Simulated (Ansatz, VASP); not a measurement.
**Bi in VASP and in Ansatz**

```
Bi
1.0
    -2.01360    2.01360    2.01360
     2.01360   -2.01360    2.01360
     2.01360    2.01360   -2.01360
Bi
1
Direct
  0.00000 0.00000 0.00000
```

Alike in both runs: functional PBE; k mesh 15 × 15 × 15; occupations fermi-dirac, width 0.05 eV; non-collinear spin, spin-orbit coupling.

Ansatz relaxed the structure, and its values are those at the end. VASP's run is a single point on that final structure, the one shown.

|  | VASP | Ansatz |
| --- | --- | --- |
| version | VASP 6.6.1 | Ansatz 0.2.0 |
| potentials or method | VASP PAW PBE potentials, release 64 (Bi_d) | PAW with Ansatz's default frozen-core files, fully relativistic files with spin-orbit coupling |
| plane-wave cutoff (eV) | 520 | 420 |
| valence electrons in the cell | 15 | 15 |

```csv
,VASP,Ansatz,Ansatz less VASP
pressure (GPa),-0.3,0.0,+0.29
```

The functional is the same, so the differences come from potentials, cutoffs and numerics.
